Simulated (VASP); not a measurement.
Wanted: the native input for a VASP 6.6.1 run.

| Item | Value |
| --- | --- |
| Task | single point |
| Functional | PBE |
| Potentials or basis | VASP PAW PBE potentials, release 64 (Y_sv, Nb_sv, Sn_d) |
| Cutoff | 520 eV |
| k mesh | 3 × 2 × 2 |
| Occupations | methfessel-paxton, width 0.15 eV |
| Spin | no spin polarisation |
| Dipole correction | no |
| Further INCAR settings | ALGO = Normal; EDIFF = 1e-06; NBANDS = 98 |

The structure of YNb6Sn6 lies in POSCAR:

```
YNb6Sn6
1.0
    6.1683630000     -0.9664650000     -0.9025150000
    0.3018820000      6.6444330000     -0.2982020000
    0.3446640000      1.2319830000      6.9252450000
Y Nb Sn
1 6 6
Direct
    0.6522710760      0.3861215810      0.2320406943
    0.6380056140      0.0297141666      0.5988226352
    0.7808801198      0.7532601527      0.4635102015
    0.1533290497     -0.0145917684      0.6154972817
    0.8736457371      0.1055767470     -0.0132092685
    0.3496902731      0.6350346303      0.4790750816
    0.3140974586      0.1733157601      0.8919061743
    0.2708538616      0.6155853149      0.8705374965
    0.9316629855      0.3583202719      0.6254093019
    0.7668513146      0.6576939341      0.8650766089
    0.0898491474      0.8176201496      0.1964465036
    0.5295649692      0.8844087799      0.1658019023
    0.1445344257      0.3243712395      0.2500387553
```

The input as run:

INCAR

```
ALGO     = Normal         # electronic algorithm
EDIFF    = 1E-6           # SCF threshold, eV
ENCUT    = 520            # plane-wave cutoff, eV
GGA      = PE             # functional
ISIF     = 2              # what is computed and relaxed
ISMEAR   = 1              # smearing method
LASPH    = T              # aspherical terms in the spheres
LCHARG   = F              # write CHGCAR
LREAL    = F              # projectors in reciprocal space
LWAVE    = F              # write WAVECAR
NBANDS   = 98             # bands
NELM     = 60             # most SCF steps
PREC     = Accurate       # precision mode
SIGMA    = 0.15           # smearing width, eV
```

KPOINTS

```
k-points
0
Gamma
  3 2 2
```

Potentials or basis: VASP PAW PBE potentials, release 64 (Y_sv, Nb_sv, Sn_d).

Launch:

```console
$ cat potpaw_PBE.64/Y_sv/POTCAR potpaw_PBE.64/Nb_sv/POTCAR potpaw_PBE.64/Sn_d/POTCAR > POTCAR
$ mpirun -np 1 vasp_std > vasp.out
```

It gave:

```yaml
Pressure: 4.8 GPa
Largest_force: 2.084 eV/Å
Band_gap_on_the_k_mesh: zero (an odd number of electrons rules out a gap without spin polarisation)
```

Caveat: the k points lie up to 0.48 Å⁻¹ apart, too coarse for converged energies and pressures of a metal; spin-orbit coupling is left out, which moves the levels of the heavy elements.

Run time: 7.9 min on 1 thread of Intel(R) Xeon(R) Platinum 8259CL CPU @ 2.50GHz (Skylake/Cascade Lake), with other jobs on the host, peak memory 0.44 GiB.
